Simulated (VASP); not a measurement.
Wanted: the native input for a VASP 6.6.1 run.

| Property | Result |
| --- | --- |
| Task | relaxation of cell and atoms |
| Functional | LDA |
| Potentials or basis | VASP PAW LDA potentials, release 64 (Pb_d) |
| Cutoff | 600 eV |
| k mesh | 12 × 12 × 3 |
| Occupations | fermi-dirac, width 0.1 eV |
| Spin | no spin polarisation |
| Target pressure | 41 GPa |
| Dipole correction | no |
| Further INCAR settings | ALGO = Normal; EDIFF = 1e-06; IBRION = 2; EDIFFG = -0.005; NSW = 60; ISIF = 3 |

The structure of Pb lies in POSCAR:

```
Pb
1.0
    3.0869758545      0.0000000000      0.0000000000
   -1.5434879273      2.6733995109      0.0000000000
    0.0000000000      0.0000000000     10.0326715272
Pb
4
Direct
    0.0000000000      0.0000000000      0.0000000000
    0.0000000000      0.0000000000      0.5000000000
    0.3333333333      0.6666666667      0.2500000000
    0.6666666667      0.3333333333      0.7500000000
```

This isn't the form of Pb at room conditions, which is fcc.

One way to write it, as run:

INCAR

```
SYSTEM = Pb
ALGO = Normal ; EDIFF = 1E-6
EDIFFG = -0.005 ; ENCUT = 600
IBRION = 2 ; ISIF = 3
ISMEAR = -1 ; LASPH = .True.
LCHARG = .False. ; LREAL = .False.
LWAVE = .False. ; NELM = 60
NSW = 60 ; PREC = Accurate
PSTRESS = 410.0 ; SIGMA = 0.1
```

KPOINTS

```
k-points
0
Gamma
  12 12 3
  0 0 0
```

Potentials or basis: VASP PAW LDA potentials, release 64 (Pb_d).

The run is started by

```console
$ cat potpaw_LDA.64/Pb_d/POTCAR > POTCAR
$ mpirun -np 1 vasp_std > vasp.out
```

It gave:

```yaml
Relaxed_volume: 20.68 Å³/atom
Relaxed_cell: a = 3.083 Å, b = 3.083 Å, c = 10.048 Å, α = 90.00°, β = 90.00°, γ = 120.00°
Space_group_after_relaxing_to_0.1_Å: P6_3/mmc (No. 194)
Energy_change_on_relaxing_the_run_minimises_the_enthalpy: +5.9 meV/atom
Ionic_steps: 5
Pressure_after_relaxing: 41.0 GPa
Band_gap_on_the_k_mesh: zero (bands 28 and 29 overlap by 11.24 eV)
```

Caveat: the cell is relaxed towards a set pressure, so the run minimises the enthalpy, not the energy; spin-orbit coupling is left out, which moves the levels of the heavy elements.

It took 3.2 min on 1 thread of Intel(R) Xeon(R) Platinum 8559C (Emerald Rapids), on a shared host, peak memory 0.26 GiB.
